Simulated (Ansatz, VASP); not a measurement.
**One calculation of CaC, two programs**

The input INCAR:

```
PREC     = Accurate       # precision mode
ENCUT    = 600            # plane-wave cutoff, eV
EDIFF    = 1E-6           # SCF threshold, eV
ISMEAR   = 0              # smearing method
SIGMA    = 0.1            # smearing width, eV
LREAL    = F              # projectors in reciprocal space
LASPH    = T              # aspherical terms in the spheres
NELM     = 80             # most SCF steps
ALGO     = Normal         # electronic algorithm
ISIF     = 3              # what is computed and relaxed
LWAVE    = F              # write WAVECAR
LCHARG   = F              # write CHGCAR
GGA      = PE             # functional
IBRION   = 2              # ionic algorithm
NSW      = 90             # ionic steps
EDIFFG   = -0.04          # ionic threshold
```

The input KPOINTS:

```
Automatic mesh
0
Gamma
  6 6 4
```

File POSCAR:

```
CaC
1.0
    1.9908367724     -5.0513399459      0.0000000000
    1.9908367724      5.0513399459      0.0000000000
    0.0000000000      0.0000000000      3.8559469063
Ca C
2 2
Direct
    0.8620000000      0.1380000000      0.7500000000
    0.1380000000      0.8620000000      0.2500000000
    0.5830000000      0.4170000000      0.7500000000
    0.4170000000      0.5830000000      0.2500000000
```

Input for Ansatz:

```yaml
crystal:
  lattice:
    - [1.9908367724, -5.0513399459, 0.0]
    - [1.9908367724, 5.0513399459, 0.0]
    - [0.0, 0.0, 3.8559469063]
  atoms:
    - { symbol: Ca, position: [0.862, 0.138, 0.75] }
    - { symbol: Ca, position: [0.138, 0.862, 0.25] }
    - { symbol: C, position: [0.583, 0.417, 0.75] }
    - { symbol: C, position: [0.417, 0.583, 0.25] }
basis:
  ecutwfc: 420
kpoints:
  mp_grid: { grid: [6, 6, 4] }
hamiltonian:
  xc: pbe
scf:
  occupations: { method: gaussian, width: 0.1 }
  lower_state_search: "off"
output:
  forces: true
  stress: true
  eigenvalues: true
relax:
  adjacent_minimum: "off"
  f_tol: 0.04
  max_steps: 70
  cell: { stress_tol: 0.4 }
```

Alike in both runs: task relaxation of cell and atoms; functional PBE; k mesh 6 × 6 × 4; occupations gaussian, width 0.1 eV; no spin polarisation.

|  | VASP | Ansatz |
| --- | --- | --- |
| version | VASP 6.6.1 | Ansatz 0.2.0 |
| potentials or method | VASP PAW PBE potentials, release 64 (Ca_sv, C), cutoff 600 eV | scalar-relativistic, plane waves, PAW |
| valence electrons in the cell | 28 | 28 |

```tsv
	VASP	Ansatz	Ansatz less VASP
gap on the k mesh at the Fermi level, each at its own relaxed structure (eV)	none	none	-
relaxed volume (Å³/atom)	16.29	16.35	+0.068
relaxed cell length with the largest relative difference (Å)	7.105	7.157	+0.0515
```

A gap of «none» marks a metal or a gap that the smearing closes.

The k mesh is coarse, so the values compare programs but aren't converged. Noted on VASP's run: the volume moved by over 15 % at a fixed basis, so the end points are rough.
